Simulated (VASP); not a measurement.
ZnSe (Stilleite):

```
Se Zn
1.0
     0.00000    2.85257    2.85257
     2.85257    0.00000    2.85257
     2.85257    2.85257    0.00000
Se Zn
1 1
Direct
  0.75000 0.75000 0.75000
  0.00000 0.00000 0.00000
```

Base run:

```yaml
Program: VASP 6.6.1
Functional: PBE
Potentials_or_basis: VASP PAW PBE potentials, release 64 (Se, Zn)
Cutoff: 520 eV
k_mesh: 8 × 8 × 8
Occupations: fermi-dirac, width 0.05 eV
Spin: no spin polarisation
```

Its results: band gap on the k mesh 1.21 eV, direct; pressure 1.1 GPa.

Problem. After a change of settings the same cell gave: band gap on the k mesh 1.09 eV, direct; pressure -2.0 GPa. Which change was it?
A. functional from PBE to PBEsol; dispersion from none to D3(BJ)
B. functional from PBE to PBEsol
C. functional from PBE to LDA; potentials or basis from VASP PAW PBE potentials, release 64 (Se, Zn) to VASP PAW LDA potentials, release 64 (Se, Zn)
D. functional from PBE to revPBE

Solution. B.

PBEsol binds more tightly than PBE, so the same cell stands under less pressure.

Caveats: the PAW data sets were made with another functional, which shifts forces and pressure a little (some runs).
